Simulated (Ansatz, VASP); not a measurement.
SnO2 in VASP and in Ansatz

Contents of INCAR:

```
SYSTEM = SnO2
PREC = Accurate ; ENCUT = 520
EDIFF = 1E-6 ; ISMEAR = -1
SIGMA = 0.08 ; LREAL = .FALSE.
LASPH = .TRUE. ; NELM = 80
ALGO = Normal ; ISIF = 2
LWAVE = .FALSE. ; LCHARG = .TRUE.
GGA = PE ; LELF = .TRUE.
LVHAR = .TRUE. ; NBANDS = 20
```

KPOINTS

```
Automatic mesh
0
G
  12 12 12
  0 0 0
```

File POSCAR:

```
SnO2
1.0
    0.0000000000      2.1928028906      2.1928028906
    2.1928028906      0.0000000000      2.1928028906
    2.1928028906      2.1928028906      0.0000000000
Sn O
1 2
Direct
    0.0000000000      0.0000000000      0.0000000000
    0.2500000000      0.2500000000      0.2500000000
    0.7500000000      0.7500000000      0.7500000000
```

Input for Ansatz:

```yaml
crystal:
  lattice:
    - [0.0, 2.1928028906, 2.1928028906]
    - [2.1928028906, 0.0, 2.1928028906]
    - [2.1928028906, 2.1928028906, 0.0]
  atoms:
    - { symbol: Sn, position: [0.0, 0.0, 0.0] }
    - { symbol: O, position: [0.25, 0.25, 0.25] }
    - { symbol: O, position: [0.75, 0.75, 0.75] }
kpoints:
  mp_grid: { grid: [12, 12, 12] }
  band_path:
    path:
      - [0.0, 0.0, 0.0]
      - [0.5, 0.0, 0.5]
      - [0.625, 0.25, 0.625]
      - [0.375, 0.375, 0.75]
      - [0.0, 0.0, 0.0]
      - [0.5, 0.5, 0.5]
      - [0.5, 0.25, 0.75]
      - [0.5, 0.0, 0.5]
    npoints: 8
scf:
  occupations: { method: fermi_dirac, width: 0.08 }
hamiltonian:
  xc: pbe
  pseudopotentials: { kind: all_electron, lapw: { basis_error: 0.001 } }
output:
  forces: true
  stress: true
  eigenvalues: true
  populations: true
  dos: { projected: true, de: 0.2, e_range: [-14, 8] }
```

Change from the starting cell: volume scaled by 0.62, LAPW.

Alike in both runs: task single point; functional PBE; k mesh 12 × 12 × 12; occupations fermi-dirac, width 0.08 eV; no spin polarisation.

|  | VASP | Ansatz |
| --- | --- | --- |
| version | VASP 6.6.1 | Ansatz 0.2.0 |
| potentials or method | VASP PAW PBE potentials, release 64 (Sn_d, O), cutoff 520 eV | all-electron LAPW, scalar-relativistic |

Ansatz gave:

- gap on the k mesh at the Fermi level (eV): 4.96
- pressure (GPa): 272.1

Q: What did VASP give for the same quantities?

A: gap on the k mesh at the Fermi level (eV): 4.94; pressure (GPa): 275.9.

Both programs put the cell under a high pressure, so it lies far from rest at this level. Ansatz ran all-electron here, and VASP with PAW potentials.

Noted on VASP's run: the cell as given lies far from equilibrium.
